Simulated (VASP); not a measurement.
# Rb (Pmmm) in VASP: notebook

Runs on Rb. Level: PBE. Tasks: single point.

Everything below comes from runs of VASP 6.6.1. Logs are shortened: lines on timing, memory, paths and dates and some standing lists are left out, and cuts for length are marked.

## Step 1: The cell of the first run

The typed cell holds 1 atom: a = 4.422 Å, b = 4.433 Å, c = 4.442 Å, α = 90.00°, β = 90.00°, γ = 90.00°.

This isn't the form of Rb at room conditions, which is bcc.

## Step 2: Single point, PBE (87.07 Å³/atom)

Contents of INCAR:

```
ALGO     = Fast           # electronic algorithm
EDIFF    = 1E-6           # SCF threshold, eV
ENCUT    = 520            # plane-wave cutoff, eV
GGA      = PE             # functional
ISIF     = 2              # what is computed and relaxed
ISMEAR   = 0              # smearing method
LASPH    = T              # aspherical terms in the spheres
LCHARG   = T              # write CHGCAR
LELF     = T              # ELF
LREAL    = F              # projectors in reciprocal space
LVHAR    = T            
LWAVE    = F              # write WAVECAR
NBANDS   = 10             # bands
NELM     = 60             # most SCF steps
PREC     = Accurate       # precision mode
SIGMA    = 0.1            # smearing width, eV
```

Contents of KPOINTS:

```
k-points
0
Gamma
  12 12 12
```

Contents of POSCAR:

```
Rb
1.0
    4.4217207070      0.0000000000      0.0000000000
    0.0000000000      4.4331260771      0.0000000000
    0.0000000000      0.0000000000      4.4420181314
Rb
1
Direct
    0.0000000000      0.0000000000      0.0000000000
```

Potentials or basis: VASP PAW PBE potentials, release 64 (Rb_sv).

Run with:

```sh
cat potpaw_PBE.64/Rb_sv/POTCAR > POTCAR
mpirun -np 1 vasp_std > vasp.out
```

OUTCAR:

```text
EDIFF = 1E-6
   ENCUT = 520
   GGA = PE
   ISIF = 2
   ISMEAR = 0
   LASPH = T
   LREAL = F
   NELM = 60
   PREC = Accurate

 ion  position               nearest neighbor table
   1  0.000  0.000  0.000-

  LATTYP: Found a simple orthorhombic cell.
 ALAT       =     4.4217207070
 B/A-ratio  =     1.0025793963
 C/A-ratio  =     1.0045903904

  Lattice vectors:

 A1 = (   4.4217207070,   0.0000000000,   0.0000000000)
 A2 = (   0.0000000000,   4.4331260771,   0.0000000000)
 A3 = (   0.0000000000,   0.0000000000,   4.4420181314)

Analysis of symmetry for initial positions (statically):
=====================================================================
 Subroutine PRICEL returns:
 Original cell was already a primitive cell.

 Routine SETGRP: Setting up the symmetry group for a
 simple orthorhombic supercell.

 Subroutine GETGRP returns: Found  8 space group operations
 (whereof  8 operations were pure point group operations)
 out of a pool of  8 trial point group operations.

The static configuration has the point symmetry D_2h.

Analysis of symmetry for dynamics (positions and initial velocities):
=====================================================================
 Subroutine PRICEL returns:
 Original cell was already a primitive cell.

 Routine SETGRP: Setting up the symmetry group for a
 simple orthorhombic supercell.

 Subroutine GETGRP returns: Found  8 space group operations
 (whereof  8 operations were pure point group operations)
 out of a pool of  8 trial point group operations.

The dynamic configuration has the point symmetry D_2h.

 Subroutine INISYM returns: Found  8 space group operations
 (whereof  8 operations are pure point group operations),
 and found     1 'primitive' translations

----------------------------------------------------------------------------------------

                                     Primitive cell

  volume of cell :      87.0726

  direct lattice vectors                    reciprocal lattice vectors
     4.421720707  0.000000000  0.000000000     0.226156301  0.000000000  0.000000000
     0.000000000  4.433126077  0.000000000     0.000000000  0.225574455  0.000000000
     0.000000000  0.000000000  4.442018131     0.000000000  0.000000000  0.225122899

  length of vectors
     4.421720707  4.433126077  4.442018131     0.226156301  0.225574455  0.225122899

  position of ions in fractional coordinates (direct lattice)
     0.000000000  0.000000000  0.000000000

  ion indices of the primitive-cell ions
   primitive index   ion index
                 1           1

----------------------------------------------------------------------------------------

 KPOINTS: k-points

Automatic generation of k-mesh.
 Grid dimensions read from file:
 generate k-points for:   12   12   12

 Generating k-lattice:

  Cartesian coordinates                     Fractional coordinates (reciprocal lattice)
     0.018846358  0.000000000  0.000000000     0.083333333  0.000000000  0.000000000
     0.000000000  0.018797871  0.000000000     0.000000000  0.083333333  0.000000000
     0.000000000  0.000000000  0.018760242     0.000000000  0.000000000  0.083333333

  Length of vectors
     0.018846358  0.018797871  0.018760242

  Shift w.r.t. Gamma in fractional coordinates (k-lattice)
     0.000000000  0.000000000  0.000000000

 Subroutine IBZKPT returns following result:
 ===========================================

 Found    343 irreducible k-points:

 Following reciprocal coordinates:
            Coordinates               Weight
  0.000000  0.000000  0.000000      1.000000
  0.083333  0.000000  0.000000      2.000000
  0.166667  0.000000  0.000000      2.000000
  0.250000  0.000000  0.000000      2.000000
  0.333333  0.000000  0.000000      2.000000
  0.416667  0.000000  0.000000      2.000000
[... 16 lines left out ...]
  0.083333  0.250000  0.000000      4.000000
  0.166667  0.250000  0.000000      4.000000
 [... further k-points ...]
   k-points           NKPTS =    343   k-points in BZ     NKDIM =    343   number of bands    NBANDS=     10
   number of dos      NEDOS =    301   number of ions     NIONS =      1
   total plane-waves  NPLWV =  46656
   dimension x,y,z NGX =    36 NGY =   36 NGZ =   36
   dimension x,y,z NGXF=    72 NGYF=   72 NGZF=   72
   ions per type =               1
   NGX,Y,Z   is equivalent  to a cutoff of  13.54, 13.50, 13.47 a.u.
   NGXF,Y,Z  is equivalent  to a cutoff of  27.07, 27.00, 26.95 a.u.
 SYSTEM =  unknown system
   PREC   = accura    normal or accurate (medium, high low for compatibility)
   ISTART =      0    job   : 0-new  1-cont  2-samecut
   ICHARG =      2    charge: 1-file 2-atom 10-const
   ISPIN  =      1    spin polarized calculation?
   LNONCOLLINEAR =      F non collinear calculations
   LSORBIT =      F    spin-orbit coupling
   LASPH  =      T    aspherical Exc in radial PAW
   ENCUT  =  520.0 eV  38.22 Ry    6.18 a.u.   8.22  8.24  8.26*2*pi/ulx,y,z
   NELM   =     60;   NELMIN=  2; NELMDL= -5     # of ELM steps
   EDIFF  = 0.1E-05   stopping-criterion for ELM
   LREAL  =      F    real-space projection
   EDIFFG = 0.1E-04   stopping-criterion for IOM
   NSW    =      0    number of steps for IOM
   IBRION =     -1    ionic relax: 0-MD 1-quasi-New 2-CG
   NFREE  =      0    steps in history (QN), initial steepest desc. (CG)
   ISIF   =      2    stress and relaxation
   ISYM   =      2    0-nonsym 1-usesym 2-fastsym
   POTIM  = 0.5000    time-step for ionic-motion
   TEBEG  =    0.0;   TEEND  =   0.0 temperature during run
   PSTRESS=    0.0 pullay stress
   NELECT =       9.0000    total number of electrons
   NUPDOWN=      -1.0000    fix difference up-down
   EMIN   =  10.00;   EMAX   =-10.00  energy-range for DOS
   EFERMI =   0.00;   METHOD = LEGACY
   ISMEAR =     0;   SIGMA  =   0.10  broadening in eV -4-tet -1-fermi 0-gaus
   EFERMI_NEDOS =   21; number of points for ismear=-14 and -15
   IALGO  =     68    algorithm
   IMIX   =      4    mixing-type and parameters
     AMIX     =   0.40;   BMIX     =  1.00
     AMIX_MAG =   1.60;   BMIX_MAG =  1.00
  volume/ion in A,a.u.               =      87.07       587.60
  Fermi-wavevector in a.u.,A,eV,Ry     =   0.768296  1.451868  8.031225  0.590278
  Thomas-Fermi vector in A             =   1.869038
   LORBIT       =      0    0 simple, 1 ext, 2 COOP (PROOUT), +10 PAW based schemes
   GGA     = PE    functional components
   LHFCALC =     F    Hartree Fock is set to
   AEXX    =    0.0000 exact exchange contribution
   IVDW    =     0    specifies the selected vdW correction
   LEPSILON=     F    determine dielectric tensor
   LRPA    =     F    only Hartree local field effects (RPA)
 non-spin polarized calculation
 RMM-DIIS sequential band-by-band and
 Gauss-broadening in eV      SIGMA  =   0.10
  energy-cutoff  :      520.00
  volume of cell :       87.07
 maximum number of plane-waves:      2365
 NGX is ok and might be reduce to    36
   NGX = 17   NGY = 17   NGZ = 17

 number of electron       9.0000000 magnetization

 Free energy of the ion-electron system (eV)
  ---------------------------------------------------
  ext. energy  EPLUGINS =         0.00000000
  ---------------------------------------------------
  free energy    TOTEN  =        -0.83173813 eV

  energy without entropy =       -0.82663043  energy(sigma->0) =       -0.82918428

 E-fermi :   0.1450     XC(G=0):  -5.5639

 val. band max:        0.1448525182   @ k =   0.0833   0.5000   0.0833
 cond. band min:       0.1563131847   @ k =   0.5000   0.0833   0.0833
 fundamental gap:      0.0114606665
 Fermi energy:         0.1450048473

 k-point     1 :       0.0000    0.0000    0.0000
  band No.  band energies     occupation
      1     -28.9124      2.00000
      2     -12.9258      2.00000
      3     -12.9248      2.00000
      4     -12.9234      2.00000
      5      -1.8921      2.00000
      6       2.4582      0.00000
      7       2.4679      0.00000
      8       6.2733      0.00000
      9       6.2807      0.00000
     10       6.3019      0.00000

 k-point     2 :       0.0833    0.0000    0.0000
  band No.  band energies     occupation
      1     -28.9118      2.00000
      2     -12.9358      2.00000
      3     -12.9247      2.00000
      4     -12.9237      2.00000
      5      -1.8236      2.00000
      6       2.4512      0.00000
      7       2.4918      0.00000
      8       5.7609      0.00000
      9       5.7779      0.00000
     10       6.0078      0.00000

 k-point     3 :       0.1667    0.0000    0.0000
  band No.  band energies     occupation
      1     -28.9104      2.00000
      2     -12.9693      2.00000
      3     -12.9218      2.00000
      4     -12.9208      2.00000
      5      -1.6228      2.00000
      6       2.3424      0.00000
      7       2.5868      0.00000
      8       5.2856      0.00000
      9       5.3036      0.00000
     10       5.5869      0.00000

 k-point     4 :       0.2500    0.0000    0.0000
  band No.  band energies     occupation
      1     -28.9085      2.00000
      2     -13.0145      2.00000
      3     -12.9179      2.00000
      4     -12.9169      2.00000
      5      -1.3026      2.00000
      6       2.0267      0.00000
      7       2.7300      0.00000
      8       4.8886      0.00000
      9       4.9061      0.00000
     10       5.5311      0.00000

 k-point     5 :       0.3333    0.0000    0.0000
  band No.  band energies     occupation
      1     -28.9065      2.00000
      2     -13.0589      2.00000
      3     -12.9139      2.00000
      4     -12.9130      2.00000
      5      -0.8813      2.00000
      6       1.5099      0.00000
      7       2.8938      0.00000
      8       4.5899      0.00000
      9       4.6072      0.00000
     10       5.8982      0.00000

 k-point     6 :       0.4167    0.0000    0.0000
  band No.  band energies     occupation
      1     -28.9051      2.00000
      2     -13.0909      2.00000
      3     -12.9110      2.00000
      4     -12.9101      2.00000
      5      -0.3877      2.00000
      6       0.9138      0.00000
      7       3.0316      0.00000
      8       4.4050      0.00000
      9       4.4220      0.00000
     10       6.4882      0.00000
[... 183 lines left out ...]
 k-point    21 :       0.5000    0.1667    0.0000
  band No.  band energies     occupation
      1     -28.9027      2.00000
      2     -13.0967      2.00000
      3     -12.9516      2.00000
      4     -12.9063      2.00000
      5       0.3063      0.02255
      6       0.5575      0.00000
      7       3.1914      0.00000
      8       3.6978      0.00000
      9       4.4521      0.00000
     10       5.8569      0.00000

 k-point    22 :       0.0000    0.2500    0.0000
  band No.  band energies     occupation
      1     -28.9086      2.00000
      2     -13.0138      2.00000
      3     -12.9181      2.00000
      4     -12.9158      2.00000
      5      -1.3059      2.00000
      6       2.0115      0.00000
      7       2.7310      0.00000
      8       4.8892      0.00000
      9       4.9293      0.00000
     10       5.5208      0.00000

 k-point    23 :       0.0833    0.2500    0.0000
  band No.  band energies     occupation
      1     -28.9081      2.00000
      2     -13.0124      2.00000
      3     -12.9278      2.00000
      4     -12.9171      2.00000
      5      -1.2404      2.00000
      6       2.0535      0.00000
      7       2.7295      0.00000
      8       4.5639      0.00000
      9       4.9050      0.00000
     10       5.8150      0.00000

 k-point    24 :       0.1667    0.2500    0.0000
  band No.  band energies     occupation
      1     -28.9067      2.00000
      2     -13.0088      2.00000
      3     -12.9604      2.00000
      4     -12.9143      2.00000
      5      -1.0491      2.00000
      6       2.1701      0.00000
      7       2.6590      0.00000
      8       4.0969      0.00000
      9       4.9378      0.00000
     10       5.7681      0.00000

 [... further k-points ...]

------------------------ aborting loop because EDIFF is reached ----------------------------------------

  FORCE on cell =-STRESS in cart. coord.  units (eV):
  Direction    XX          YY          ZZ          XY          YZ          ZX
  --------------------------------------------------------------------------------------
  -------------------------------------------------------------------------------------
  Total        0.1990735      0.1871189      0.1777609      0.0000000      0.0000000      0.0000000
  in kB        3.6630456      3.4430759      3.2708842      0.0000000      0.0000000      0.0000000
  external PRESSURE =       3.4590019 kB  Pullay stress =       0.0000000 kB

 VOLUME and BASIS-vectors are now :
 -----------------------------------------------------------------------------
  energy-cutoff  :      520.00
  volume of cell :       87.07
      direct lattice vectors                 reciprocal lattice vectors
     4.421720707  0.000000000  0.000000000     0.226156301  0.000000000  0.000000000
     0.000000000  4.433126077  0.000000000     0.000000000  0.225574455  0.000000000
     0.000000000  0.000000000  4.442018131     0.000000000  0.000000000  0.225122899

 POSITION                                       TOTAL-FORCE (eV/Angst)
 -----------------------------------------------------------------------------------
      0.00000      0.00000      0.00000         0.000000      0.000000      0.000000
 -----------------------------------------------------------------------------------
    total drift:                                0.000000     -0.000000     -0.000000

  FREE ENERGIE OF THE ION-ELECTRON SYSTEM (eV)
  ---------------------------------------------------
  free  energy   TOTEN  =        -0.8317381324 eV

  energy  without entropy=       -0.8266304267  energy(sigma->0) =       -0.82918428
```

Run time: 4 min. Hardware: 1 thread of Oxide Virtual Turin-like, shared host; peak memory 0.38 GiB.

What came out:

- Free energy: -0.8317 eV
- Pressure: 0.3 GPa
- Band gap on the k mesh: zero (an odd number of electrons rules out a gap without spin polarisation)

Levels at points of the mesh, in eV from the Fermi level:
```tsv
k point	band 2	band 3	band 4	band 5	band 6	band 7
(0.00, 0.00, 0.00)	-13.07	-13.07	-13.07	-2.04	2.31	2.32
(0.50, 0.00, 0.00)	-13.25	-13.06	-13.05	-0.15	0.34	2.94
(0.00, 0.50, 0.00)	-13.25	-13.06	-13.05	-0.16	0.33	2.94
(0.50, 0.50, 0.00)	-13.22	-13.22	-13.04	0.71	1.81	2.32
(0.00, 0.00, 0.50)	-13.24	-13.05	-13.05	-0.17	0.32	2.93
(0.50, 0.00, 0.50)	-13.22	-13.22	-13.04	0.71	1.80	2.31
(0.00, 0.50, 0.50)	-13.22	-13.22	-13.04	0.70	1.79	2.30
(0.50, 0.50, 0.50)	-13.20	-13.20	-13.20	1.77	1.78	1.79
```

## Step 3: Single point, PBE (90.04 Å³/atom)

This run uses another cell than the first one, of 90.04 Å³/atom.

Contents of INCAR:

```
SYSTEM = Rb
ALGO = Fast
EDIFF = 1E-6
ENCUT = 520
GGA = PE
ISIF = 2
ISMEAR = 0
LASPH = .TRUE.
LCHARG = .FALSE.
LREAL = .FALSE.
LWAVE = .FALSE.
NBANDS = 10
NELM = 60
PREC = Accurate
SIGMA = 0.1
```

Contents of KPOINTS:

```
k-points
0
G
  12 12 12
  0 0 0
```

Contents of POSCAR:

```
Rb
1.0
    4.4714071209      0.0000000000      0.0000000000
    0.0000000000      4.4829406520      0.0000000000
    0.0000000000      0.0000000000      4.4919326254
Rb
1
Direct
    0.0000000000      0.0000000000      0.0000000000
```

Potentials or basis: VASP PAW PBE potentials, release 64 (Rb_sv).

Run with:

```sh
cat potpaw_PBE.64/Rb_sv/POTCAR > POTCAR
mpirun -np 1 vasp_std > vasp.out
```

Wall time 4.1 min (1 thread of Oxide Virtual Turin-like, shared host); peak memory 0.39 GiB.

The run converged. Its results:

```yaml
Free_energy: -0.8372 eV
Pressure: 0.2 GPa
Band_gap_on_the_k_mesh: zero (an odd number of electrons rules out a gap without spin polarisation)
```

Levels at points of the mesh, in eV from the Fermi level:
```tsv
k point	band 2	band 3	band 4	band 5	band 6	band 7
(0.00, 0.00, 0.00)	-13.08	-13.08	-13.08	-1.99	2.32	2.33
(0.50, 0.00, 0.00)	-13.24	-13.07	-13.07	-0.15	0.33	2.93
(0.00, 0.50, 0.00)	-13.24	-13.07	-13.07	-0.16	0.33	2.93
(0.50, 0.50, 0.00)	-13.22	-13.22	-13.05	0.74	1.77	2.26
(0.00, 0.00, 0.50)	-13.24	-13.07	-13.07	-0.17	0.32	2.92
(0.50, 0.00, 0.50)	-13.22	-13.22	-13.05	0.74	1.76	2.25
(0.00, 0.50, 0.50)	-13.22	-13.22	-13.05	0.74	1.75	2.24
(0.50, 0.50, 0.50)	-13.20	-13.20	-13.20	1.78	1.79	1.80
```

## Step 4: Single point, PBE (93.01 Å³/atom)

This run uses another cell than the first one, of 93.01 Å³/atom.

Contents of INCAR:

```
SYSTEM = Rb
PREC = Accurate
ENCUT = 520
EDIFF = 1E-6
ISMEAR = 0
SIGMA = 0.1
LREAL = .FALSE.
LASPH = .TRUE.
NELM = 100
ALGO = Fast
ISIF = 2
LWAVE = .FALSE.
LCHARG = .TRUE.
GGA = PE
LELF = .TRUE.
LVHAR = .TRUE.
NBANDS = 10
```

Contents of KPOINTS:

```
Automatic mesh
0
G
  12 12 12
  0 0 0
```

Contents of POSCAR:

```
Rb
1.0
    4.5200131802      0.0000000000      0.0000000000
    0.0000000000      4.5316720856      0.0000000000
    0.0000000000      0.0000000000      4.5407618055
Rb
1
Direct
    0.0000000000      0.0000000000      0.0000000000
```

Run with:

```sh
cat potpaw_PBE.64/Rb_sv/POTCAR > POTCAR
mpirun -np 1 vasp_std > vasp.out
```

Wall time 4.3 min (1 thread of Oxide Virtual Turin-like, shared host); peak memory 0.39 GiB.

The run converged. Its results:

| Quantity | Value |
| --- | --- |
| Free energy | -0.8407 eV |
| Pressure | 0.1 GPa |
| Band gap on the k mesh | zero (an odd number of electrons rules out a gap without spin polarisation) |

Levels at points of the mesh, in eV from the Fermi level:
| k point | band 2 | band 3 | band 4 | band 5 | band 6 | band 7 |
| --- | --- | --- | --- | --- | --- | --- |
| (0.00, 0.00, 0.00) | -13.09 | -13.09 | -13.09 | -1.95 | 2.32 | 2.33 |
| (0.50, 0.00, 0.00) | -13.24 | -13.08 | -13.08 | -0.15 | 0.33 | 2.92 |
| (0.00, 0.50, 0.00) | -13.23 | -13.08 | -13.08 | -0.16 | 0.32 | 2.92 |
| (0.50, 0.50, 0.00) | -13.22 | -13.22 | -13.07 | 0.78 | 1.73 | 2.20 |
| (0.00, 0.00, 0.50) | -13.23 | -13.08 | -13.08 | -0.17 | 0.32 | 2.91 |
| (0.50, 0.00, 0.50) | -13.22 | -13.21 | -13.07 | 0.78 | 1.72 | 2.19 |
| (0.00, 0.50, 0.50) | -13.22 | -13.21 | -13.07 | 0.78 | 1.71 | 2.18 |
| (0.50, 0.50, 0.50) | -13.20 | -13.20 | -13.20 | 1.80 | 1.80 | 1.81 |

(Part 1 of 3 ends here.)

The gap in the log of VASP goes by the Fermi energy; the results here count the filled bands.